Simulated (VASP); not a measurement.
# MnO2 (Pmmn) in VASP: a series of runs

Runs on MnO2. Level: PBE. Tasks: single point.

Everything below comes from runs of VASP 6.6.1. Logs are shortened: lines on timing, memory, paths and dates and some standing lists are left out, and cuts for length are marked.

### 1 The cell of the first run

The structure is orthorhombic, space group Pmmn (No. 59). The conventional cell has a = 2.904 Å, b = 3.845 Å, c = 6.164 Å, α = 90.00°, β = 90.00°, γ = 90.00°. Within 2.4 Å of Mn (site symmetry mm2) lie 6 O at 1.83 to 2.05 Å. Within 2.4 Å of O (site symmetry mm2) lie 2 Mn at 1.83 Å. O (site symmetry mm2) has 4 Mn at 1.98 to 2.05 Å and 5 O at 2.56 to 2.59 Å within 2.6 Å.

### 2 Single point, PBE, collinear spin, ferromagnetic start

INCAR reads:

```
ALGO = Normal
EDIFF = 1E-6
ENCUT = 520
GGA = PE
ISIF = 2
ISMEAR = -1
ISPIN = 2
LASPH = True
LCHARG = False
LMAXMIX = 4
LORBIT = 11
LREAL = False
LWAVE = False
MAGMOM = 8 8 0 0 0 0
NBANDS = 38
NELM = 150
NUPDOWN = 16.0
PREC = Accurate
SIGMA = 0.05
```

KPOINTS reads:

```
k-points
0
Gamma
  8 6 4
```

POSCAR reads:

```
MnO2
1.0
    2.9041580000      0.0000000000      0.0000000000
    0.0000000000      3.8448100000      0.0000000000
    0.0000000000      0.0000000000      6.1642640000
Mn O
2 4
Direct
    0.5000000000      0.5000000000      0.3433015000
    0.0000000000      0.0000000000      0.6566985000
    0.5000000000      0.0000000000      0.8375675000
    0.0000000000      0.5000000000      0.1624325000
    0.5000000000      0.0000000000      0.4217995000
    0.0000000000      0.5000000000      0.5782005000
```

Potentials or basis: VASP PAW PBE potentials, release 64 (Mn_pv, O).

Run with:

```bash
$ cat potpaw_PBE.64/Mn_pv/POTCAR potpaw_PBE.64/O/POTCAR > POTCAR
$ mpirun -np 1 vasp_std > vasp.out
```

OUTCAR:

```text
EDIFF = 1E-6
   ENCUT = 520
   GGA = PE
   ISIF = 2
   ISMEAR = -1
   ISPIN = 2
   LASPH = True
   LORBIT = 11
   LREAL = False
   NELM = 150
   NUPDOWN = 16.0
   PREC = Accurate

 ion  position               nearest neighbor table
   1  0.500  0.500  0.343-   4 1.83   4 1.83   5 1.98   5 1.98   6 2.05   6 2.05   2 3.09   2 3.09
                             2 3.09   2 3.09
   2  0.000  0.000  0.657-   3 1.83   3 1.83   6 1.98   6 1.98   5 2.05   5 2.05   1 3.09   1 3.09
                             1 3.09   1 3.09
   3  0.500  0.000  0.838-   2 1.83   2 1.83
   4  0.000  0.500  0.162-   1 1.83   1 1.83
   5  0.500  0.000  0.422-   1 1.98   1 1.98   2 2.05   2 2.05
   6  0.000  0.500  0.578-   2 1.98   2 1.98   1 2.05   1 2.05

  LATTYP: Found a simple orthorhombic cell.
 ALAT       =     2.9041580000
 B/A-ratio  =     1.3238983554
 C/A-ratio  =     2.1225649569

  Lattice vectors:

 A1 = (   2.9041580000,   0.0000000000,   0.0000000000)
 A2 = (   0.0000000000,   3.8448100000,   0.0000000000)
 A3 = (   0.0000000000,   0.0000000000,   6.1642640000)

Analysis of symmetry for initial positions (statically):
=====================================================================
 Subroutine PRICEL returns:
 Original cell was already a primitive cell.

 Routine SETGRP: Setting up the symmetry group for a
 simple orthorhombic supercell.

 Subroutine GETGRP returns: Found  8 space group operations
 (whereof  4 operations were pure point group operations)
 out of a pool of  8 trial point group operations.

The static configuration has the point symmetry C_2v.
 The point group associated with its full space group is D_2h.

Analysis of symmetry for dynamics (positions and initial velocities):
=====================================================================
 Subroutine PRICEL returns:
 Original cell was already a primitive cell.

 Routine SETGRP: Setting up the symmetry group for a
 simple orthorhombic supercell.

 Subroutine GETGRP returns: Found  8 space group operations
 (whereof  4 operations were pure point group operations)
 out of a pool of  8 trial point group operations.

The dynamic configuration has the point symmetry C_2v.
 The point group associated with its full space group is D_2h.

Analysis of structural, dynamic, and magnetic symmetry:
=====================================================================
 Subroutine PRICEL returns:
 Original cell was already a primitive cell.

 Routine SETGRP: Setting up the symmetry group for a
 simple orthorhombic supercell.

 Subroutine GETGRP returns: Found  8 space group operations
 (whereof  4 operations were pure point group operations)
 out of a pool of  8 trial point group operations.

The overall configuration has the point symmetry C_2v.
 The point group associated with its full space group is D_2h.

 Subroutine INISYM returns: Found  8 space group operations
 (whereof  4 operations are pure point group operations),
 and found     1 'primitive' translations

----------------------------------------------------------------------------------------

                                     Primitive cell

  volume of cell :      68.8298

  direct lattice vectors                    reciprocal lattice vectors
     2.904158000  0.000000000  0.000000000     0.344333883  0.000000000  0.000000000
     0.000000000  3.844810000  0.000000000     0.000000000  0.260090876  0.000000000
     0.000000000  0.000000000  6.164264000     0.000000000  0.000000000  0.162225369

  length of vectors
     2.904158000  3.844810000  6.164264000     0.344333883  0.260090876  0.162225369

  position of ions in fractional coordinates (direct lattice)
     0.500000000  0.500000000  0.343301500
     0.000000000  0.000000000  0.656698500
     0.500000000  0.000000000  0.837567500
     0.000000000  0.500000000  0.162432500
     0.500000000  0.000000000  0.421799500
     0.000000000  0.500000000  0.578200500

  ion indices of the primitive-cell ions
   primitive index   ion index
                 1           1
                 2           2
                 3           3
                 4           4
                 5           5
                 6           6

----------------------------------------------------------------------------------------

 KPOINTS: k-points

Automatic generation of k-mesh.
 Grid dimensions read from file:
 generate k-points for:    8    6    4

 Generating k-lattice:

  Cartesian coordinates                     Fractional coordinates (reciprocal lattice)
     0.043041735  0.000000000  0.000000000     0.125000000  0.000000000  0.000000000
     0.000000000  0.043348479  0.000000000     0.000000000  0.166666667  0.000000000
     0.000000000  0.000000000  0.040556342     0.000000000  0.000000000  0.250000000

  Length of vectors
     0.043041735  0.043348479  0.040556342

  Shift w.r.t. Gamma in fractional coordinates (k-lattice)
     0.000000000  0.000000000  0.000000000

 Subroutine IBZKPT returns following result:
 ===========================================

 Found     60 irreducible k-points:

 Following reciprocal coordinates:
            Coordinates               Weight
  0.000000  0.000000  0.000000      1.000000
  0.125000  0.000000  0.000000      2.000000
  0.250000  0.000000  0.000000      2.000000
  0.375000  0.000000  0.000000      2.000000
  0.500000  0.000000  0.000000      1.000000
  0.000000  0.166667  0.000000      2.000000
[... 16 lines left out ...]
  0.250000  0.000000  0.250000      4.000000
  0.375000  0.000000  0.250000      4.000000
 [... further k-points ...]
   k-points           NKPTS =     60   k-points in BZ     NKDIM =     60   number of bands    NBANDS=     38
   number of dos      NEDOS =    301   number of ions     NIONS =      6
   total plane-waves  NPLWV =  34560
   dimension x,y,z NGX =    24 NGY =   30 NGZ =   48
   dimension x,y,z NGXF=    48 NGYF=   60 NGZF=   96
   ions per type =               2   4
   NGX,Y,Z   is equivalent  to a cutoff of  13.74, 12.97, 12.95 a.u.
   NGXF,Y,Z  is equivalent  to a cutoff of  27.48, 25.94, 25.89 a.u.
 SYSTEM =  unknown system
   PREC   = accura    normal or accurate (medium, high low for compatibility)
   ISTART =      0    job   : 0-new  1-cont  2-samecut
   ICHARG =      2    charge: 1-file 2-atom 10-const
   ISPIN  =      2    spin polarized calculation?
   LNONCOLLINEAR =      F non collinear calculations
   LSORBIT =      F    spin-orbit coupling
   LASPH  =      T    aspherical Exc in radial PAW
   ENCUT  =  520.0 eV  38.22 Ry    6.18 a.u.   5.40  7.15 11.46*2*pi/ulx,y,z
   NELM   =    150;   NELMIN=  2; NELMDL= -5     # of ELM steps
   EDIFF  = 0.1E-05   stopping-criterion for ELM
   LREAL  =      F    real-space projection
   EDIFFG = 0.1E-04   stopping-criterion for IOM
   NSW    =      0    number of steps for IOM
   IBRION =     -1    ionic relax: 0-MD 1-quasi-New 2-CG
   NFREE  =      0    steps in history (QN), initial steepest desc. (CG)
   ISIF   =      2    stress and relaxation
   ISYM   =      2    0-nonsym 1-usesym 2-fastsym
   POTIM  = 0.5000    time-step for ionic-motion
   TEBEG  =    0.0;   TEEND  =   0.0 temperature during run
   PSTRESS=    0.0 pullay stress
   NELECT =      50.0000    total number of electrons
   NUPDOWN=      16.0000    fix difference up-down
   EMIN   =  10.00;   EMAX   =-10.00  energy-range for DOS
   EFERMI =   0.00;   METHOD = LEGACY
   ISMEAR =    -1;   SIGMA  =   0.05  broadening in eV -4-tet -1-fermi 0-gaus
   EFERMI_NEDOS =   21; number of points for ismear=-14 and -15
   IALGO  =     38    algorithm
   IMIX   =      4    mixing-type and parameters
     AMIX     =   0.40;   BMIX     =  1.00
     AMIX_MAG =   1.60;   BMIX_MAG =  1.00
  volume/ion in A,a.u.               =      11.47        77.41
  Fermi-wavevector in a.u.,A,eV,Ry     =   1.471655  2.781025 29.467074  2.165769
  Thomas-Fermi vector in A             =   2.586765
   LORBIT       =     11    0 simple, 1 ext, 2 COOP (PROOUT), +10 PAW based schemes
   GGA     = PE    functional components
   LHFCALC =     F    Hartree Fock is set to
   AEXX    =    0.0000 exact exchange contribution
   IVDW    =     0    specifies the selected vdW correction
   LEPSILON=     F    determine dielectric tensor
   LRPA    =     F    only Hartree local field effects (RPA)
 spin polarized calculation
  energy-cutoff  :      520.00
  volume of cell :       68.83
 maximum number of plane-waves:      1888
 NGX is ok and might be reduce to    24
   NGX = 11   NGY = 15   NGZ = 23

 number of electron      49.9999971 magnetization      15.9999990

 Free energy of the ion-electron system (eV)
  ---------------------------------------------------
  ext. energy  EPLUGINS =         0.00000000
  ---------------------------------------------------
  free energy    TOTEN  =       -21.80384832 eV

  energy without entropy =      -21.77660041  energy(sigma->0) =      -21.79022436

 E-fermi :   0.4880     XC(G=0): -10.7436

 val. band max:       11.5316914997   @ k =   0.1250   0.5000   0.5000
 cond. band min:       0.4939761266   @ k =   0.5000   0.3333   0.0000
 fundamental gap:    -11.0377153731
 Fermi energy:        11.5510051182

 spin component 1

 k-point     1 :       0.0000    0.0000    0.0000
  band No.  band energies     occupation
      1     -44.2668      1.00000
      2     -44.2604      1.00000
      3     -44.2474      1.00000
      4     -44.2444      1.00000
      5     -44.2269      1.00000
      6     -44.2126      1.00000
[... 29 lines left out ...]
     36      15.0242      0.00000
     37      16.2415      0.00000

 k-point     2 :       0.1250    0.0000    0.0000
  band No.  band energies     occupation
      1     -44.2810      1.00000
      2     -44.2656      1.00000
      3     -44.2606      1.00000
      4     -44.2447      1.00000
      5     -44.2230      1.00000
      6     -44.2126      1.00000
[... 29 lines left out ...]
     36      15.3222      0.00000
     37      16.4263      0.00000
[... 838 lines left out ...]
     36      15.7766      0.00000
     37      16.2647      0.00000

 k-point    24 :       0.3750    0.0000    0.2500
  band No.  band energies     occupation
      1     -44.3679      1.00000
      2     -44.3603      1.00000
      3     -44.2351      1.00000
      4     -44.2288      1.00000
      5     -44.2180      1.00000
      6     -44.2155      1.00000
[... 29 lines left out ...]
     36      14.8990      0.00000
     37      15.5456      0.00000

 [... further k-points ...]

 spin component 2

 k-point     1 :       0.0000    0.0000    0.0000
  band No.  band energies     occupation
      1     -39.4946      1.00000
      2     -39.4874      1.00000
      3     -39.4747      1.00000
      4     -39.4732      1.00000
      5     -39.4361      1.00000
      6     -39.4288      1.00000
[... 29 lines left out ...]
     36      17.4301      0.00000
     37      18.3159      0.00000

 k-point     2 :       0.1250    0.0000    0.0000
  band No.  band energies     occupation
      1     -39.5199      1.00000
      2     -39.4997      1.00000
      3     -39.4808      1.00000
      4     -39.4698      1.00000
      5     -39.4315      1.00000
      6     -39.4289      1.00000
[... 29 lines left out ...]
     36      17.7283      0.00000
     37      18.5305      0.00000
[... 838 lines left out ...]
     36      17.7596      0.00000
     37      18.2877      0.00000

 k-point    24 :       0.3750    0.0000    0.2500
  band No.  band energies     occupation
      1     -39.6286      1.00000
      2     -39.6192      1.00000
      3     -39.4498      1.00000
      4     -39.4462      1.00000
      5     -39.4329      1.00000
      6     -39.4244      1.00000
[... 29 lines left out ...]
     36      17.0982      0.00000
     37      17.5896      0.00000

 [... further k-points ...]

 [bands above 37 left out]

------------------------ aborting loop because EDIFF is reached ----------------------------------------

  FORCE on cell =-STRESS in cart. coord.  units (eV):
  Direction    XX          YY          ZZ          XY          YZ          ZX
  --------------------------------------------------------------------------------------
  -------------------------------------------------------------------------------------
  Total       49.5266995     25.5392642     29.6101386      0.0000000      0.0000000      0.0000000
  in kB     1152.8521563    594.4873399    689.2466591      0.0000000      0.0000000      0.0000000
  external PRESSURE =     812.1953851 kB  Pullay stress =       0.0000000 kB

 VOLUME and BASIS-vectors are now :
 -----------------------------------------------------------------------------
  energy-cutoff  :      520.00
  volume of cell :       68.83
      direct lattice vectors                 reciprocal lattice vectors
     2.904158000  0.000000000  0.000000000     0.344333883  0.000000000  0.000000000
     0.000000000  3.844810000  0.000000000     0.000000000  0.260090876  0.000000000
     0.000000000  0.000000000  6.164264000     0.000000000  0.000000000  0.162225369

 POSITION                                       TOTAL-FORCE (eV/Angst)
 -----------------------------------------------------------------------------------
      1.45208      1.92240      2.11620         0.000000      0.000000      1.156695
      0.00000      0.00000      4.04806         0.000000      0.000000     -1.156695
      1.45208      0.00000      5.16299         0.000000      0.000000      6.185134
      0.00000      1.92240      1.00128         0.000000      0.000000     -6.185134
      1.45208      0.00000      2.60008         0.000000      0.000000     -0.798550
      0.00000      1.92240      3.56418         0.000000      0.000000      0.798550
 -----------------------------------------------------------------------------------
    total drift:                                0.000000      0.000000      0.000000

  FREE ENERGIE OF THE ION-ELECTRON SYSTEM (eV)
  ---------------------------------------------------
  free  energy   TOTEN  =       -21.8038483156 eV

  energy  without entropy=      -21.7766004084  energy(sigma->0) =      -21.79022436

 total charge

# of ion       s       p       d       tot
------------------------------------------
    1        0.315   6.342   5.237  11.895
    2        0.315   6.342   5.237  11.895
    3        1.640   3.135   0.000   4.775
    4        1.640   3.135   0.000   4.775
    5        1.624   3.285   0.000   4.909
    6        1.624   3.285   0.000   4.909
--------------------------------------------------
tot          7.159  25.525  10.474  43.158

 magnetization (x)

# of ion       s       p       d       tot
------------------------------------------
    1        0.045   0.084   4.373   4.503
    2        0.045   0.084   4.373   4.503
    3        0.056   1.327   0.000   1.383
    4        0.056   1.327   0.000   1.383
    5        0.058   1.004   0.000   1.062
    6        0.058   1.004   0.000   1.062
--------------------------------------------------
tot          0.318   4.831   8.747  13.895
```

Wall time 6.2 min (1 thread of Intel Xeon 8259CL, shared host); peak memory 0.35 GiB.

Results:

```
Free energy                                           : -21.8038 eV
Pressure                                              : 81.2 GPa
Largest force                                         : 6.185 eV/Å
Net moment                                            : 16.00 μB per cell
Site moments                                          : Mn +4.50; O +1.38, +1.06 (each value once) μB
Valence electrons inside the program's atomic spheres : Mn 11.89; O 4.78, 4.91 (each value once)
```

Forces on the atoms (eV/Å):
```
Mn   0.000  0.000  1.157
Mn   0.000  0.000 -1.157
O    0.000  0.000  6.185
O    0.000  0.000 -6.185
O    0.000  0.000 -0.799
O    0.000  0.000  0.799
```

Stress tensor (GPa, compression positive):
```
115.29   0.00   0.00
  0.00  59.45   0.00
  0.00   0.00  68.92
```

Caveat: the cell stands under pressure; the total moment is fixed, so each spin has its own Fermi level; only a ferromagnetic start was run, and an antiferromagnetic order may lie lower in energy; forces of over 1 eV/Å act on the atoms, so gaps and moduli don't describe the material at rest.

### 3 Single point, PBE, collinear spin, ferromagnetic start

INCAR reads:

```
SYSTEM = MnO2
PREC = Accurate
ENCUT = 520
EDIFF = 1E-7
ISMEAR = -1
SIGMA = 0.05
LREAL = .FALSE.
LASPH = .TRUE.
NELM = 150
ALGO = Normal
ISIF = 2
LWAVE = .FALSE.
LCHARG = .TRUE.
ISPIN = 2
MAGMOM = 3 3 0 0 0 0
LORBIT = 11
NUPDOWN = 6.0
LMAXMIX = 4
GGA = PE
LELF = .TRUE.
LVHAR = .TRUE.
NBANDS = 38
```

KPOINTS reads:

```
Automatic mesh
0
G
  8 6 4
  0 0 0
```

POSCAR is that of step 2.

Potentials or basis: VASP PAW PBE potentials, release 64 (Mn_pv, O).

Run with:

```bash
$ cat potpaw_PBE.64/Mn_pv/POTCAR potpaw_PBE.64/O/POTCAR > POTCAR
$ mpirun -np 1 vasp_std > vasp.out
```

Wall time 8 min (1 thread of Intel Xeon 8259CL, shared host); peak memory 0.36 GiB.

It converged, with:

```
Free energy                                           : -47.0043 eV
Pressure                                              : -6.4 GPa
Largest force                                         : 0.673 eV/Å
Net moment                                            : 6.00 μB per cell
Site moments                                          : Mn +2.79; O +0.11, -0.01 (each value once) μB
Valence electrons inside the program's atomic spheres : Mn 11.61; O 4.93, 5.00 (each value once)
```

Forces in eV/Å, atoms in the order of the input:
```
Mn   0.000  0.000 -0.327
Mn   0.000  0.000  0.327
O    0.000  0.000 -0.673
O    0.000  0.000  0.673
O    0.000  0.000  0.046
O    0.000  0.000 -0.046
```

Stress tensor (GPa, compression positive):
```
-10.09   0.00   0.00
  0.00  -4.88   0.00
  0.00   0.00  -4.31
```

Caveat: the cell stands under tension; the total moment is fixed, so each spin has its own Fermi level; only a ferromagnetic start was run, and an antiferromagnetic order may lie lower in energy.
